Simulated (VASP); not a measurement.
ZnS, 4 atoms in the cell. It takes space group P6_3mc (No. 186, hexagonal). Conventional cell: a = 3.619 Å, b = 3.619 Å, c = 7.117 Å, α = 90.00°, β = 90.00°, γ = 120.00°. Zn (site symmetry 3m) has 4 S at 2.27 to 2.67 Å within 3.0 Å. Within 3.0 Å of S (site symmetry 3m) lie 4 Zn at 2.27 to 2.67 Å. 

```yaml
Program: VASP 6.6.1
Task: single point
Functional: PBE
Potentials_or_basis: VASP PAW PBE potentials, release 64 (Zn, S)
Cutoff: 520 eV
k_mesh: 9 × 9 × 6
Occupations: gaussian, width 0.05 eV
Spin: no spin polarisation
Dipole_correction: no
Further_INCAR_settings: ALGO = Normal; EDIFF = 1e-07; NBANDS = 26
```

Potentials or basis: VASP PAW PBE potentials, release 64 (Zn, S).

Command:

```sh
$ cat potpaw_PBE.64/Zn/POTCAR potpaw_PBE.64/S/POTCAR > POTCAR
$ mpirun -np 1 vasp_std > vasp.out
```

Hardware: 1 thread of Intel Xeon 8259CL, on a shared host.

**Question.** Estimate the wall time of this run.

**Answer.** Wall time 2.6 min on 1 thread of Intel Xeon 8259CL (shared host), peak memory 0.24 GiB. Counts: scf iterations 15, k points 48.
